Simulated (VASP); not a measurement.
# Al12H: single point with PBE

The system is Al12H, a slab with vacuum.

```
CELL_PARAMETERS angstrom
5.71352 0.00000 0.00000
-2.85676 4.94805 0.00000
0.00000 0.00000 21.60138
ATOMIC_POSITIONS crystal
Al 0.33333 0.16667 0.18517
Al 0.33333 0.66667 0.18517
Al 0.83333 0.16667 0.18517
Al 0.83333 0.66667 0.18517
Al 0.16667 0.33333 0.29168
Al 0.16667 0.83333 0.29168
Al 0.66667 0.33333 0.29168
Al 0.66667 0.83333 0.29168
Al 0.00000 0.00000 0.39819
Al 0.00000 0.50000 0.39819
Al 0.50000 0.00000 0.39819
Al 0.50000 0.50000 0.39819
H 0.00000 0.00000 0.45281
```

- Program: VASP 6.6.1
- Task: single point
- Functional: PBE
- Potentials or basis: VASP PAW PBE potentials, release 64 (Al, H)
- Cutoff: 520 eV
- k mesh: 6 × 6 × 1
- Occupations: gaussian, width 0.1 eV
- Spin: collinear spin, ferromagnetic start
- Starting moments: [0.0, 0.0, 0.0, 0.0, 0.0, 0.0, 0.0, 0.0, 0.0, 0.0, 0.0, 0.0, 1.0] μB

```
Largest force                                         : 12.951 eV/Å
Net moment                                            : 0.00 μB per cell
Valence electrons inside the program's atomic spheres : Al 0.77, 0.76, 0.78, 0.96; H 0.72
```

Forces in eV/Å, atoms in the order of the input:
```
Al    0.035   0.020  -0.082
Al    0.000   0.000  -0.037
Al   -0.035   0.020  -0.082
Al    0.000  -0.040  -0.082
Al    0.000   0.184   0.122
Al    0.159  -0.092   0.122
Al    0.000   0.000  -0.077
Al   -0.159  -0.092   0.122
Al    0.000   0.000 -12.328
Al   -0.083  -0.048  -0.210
Al    0.000   0.096  -0.210
Al    0.083  -0.048  -0.210
H     0.000   0.000  12.951
```

Levels at points of the mesh, in eV from the Fermi level:
Spin up:
```
           k point  band 15  band 16  band 17  band 18  band 19  band 20  band 21  band 22  band 23  band 24
(0.00, 0.00, 0.00)    -2.76    -2.76    -1.86    -0.39    -0.39    -0.24    -0.17    -0.17     0.34     1.48
(0.50, 0.00, 0.00)    -0.61    -0.53    -0.50    -0.25    -0.01     0.92     1.00     1.31     1.44     1.62
```
Spin down:
| k point | band 15 | band 16 | band 17 | band 18 | band 19 | band 20 | band 21 | band 22 | band 23 | band 24 |
| --- | --- | --- | --- | --- | --- | --- | --- | --- | --- | --- |
| (0.00, 0.00, 0.00) | -2.76 | -2.76 | -1.86 | -0.39 | -0.39 | -0.24 | -0.17 | -0.17 | 0.34 | 1.48 |
| (0.50, 0.00, 0.00) | -0.61 | -0.53 | -0.50 | -0.25 | -0.01 | 0.92 | 1.00 | 1.31 | 1.44 | 1.62 |

It took 11 min on 1 thread of Intel(R) Xeon(R) Platinum 8488C (Sapphire Rapids), on a shared host, peak memory 0.93 GiB.
